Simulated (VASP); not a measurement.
**Hg: single point with PBEsol**

The system is Hg.

```
Hg
1.0
     3.05954    0.00000    0.00000
     0.00000    3.05954    0.00000
     0.00000    0.00000    3.05954
Hg
1
Direct
  0.00000 0.00000 0.00000
```

```
Program                : VASP 6.6.1
Task                   : single point
Functional             : PBEsol
Potentials or basis    : VASP PAW PBE potentials, release 64 (Hg)
Cutoff                 : 520 eV
k mesh                 : 12 × 12 × 12
Occupations            : fermi-dirac, width 0.1 eV
Spin                   : no spin polarisation
Dipole correction      : no
Further INCAR settings : ALGO = Normal; EDIFF = 1e-06; NBANDS = 12
```

```
Pressure               : -2.7 GPa
Band gap on the k mesh : zero (bands 6 and 7 overlap by 5.59 eV)
```

Levels at points of the mesh, in eV from the Fermi level:
| k point | band 2 | band 3 | band 4 | band 5 | band 6 | band 7 | band 8 | band 9 | band 10 | band 11 |
| --- | --- | --- | --- | --- | --- | --- | --- | --- | --- | --- |
| (0.00, 0.00, 0.00) | -7.70 | -7.70 | -5.82 | -5.82 | -5.82 | 9.72 | 9.72 | 9.72 | 12.86 | 14.76 |
| (0.50, 0.00, 0.00) | -7.36 | -6.40 | -6.40 | -5.77 | -2.84 | -1.51 | 13.31 | 13.31 | 14.13 | 14.72 |
| (0.50, 0.50, 0.00) | -7.28 | -6.31 | -6.31 | -5.28 | 0.40 | 1.53 | 1.53 | 7.09 | 17.24 | 17.24 |
| (0.50, 0.50, 0.50) | -7.22 | -7.22 | -5.24 | -5.24 | 4.08 | 4.61 | 4.61 | 4.61 | 8.60 | 10.82 |

It took 13 s on 1 thread of Intel(R) Xeon(R) Platinum 8259CL CPU @ 2.50GHz (Skylake/Cascade Lake) (shared host), peak memory 0.15 GiB.

Caveat: the PAW data sets were made with another functional, which shifts forces and pressure a little; spin-orbit coupling is left out, which moves the levels of the heavy elements.
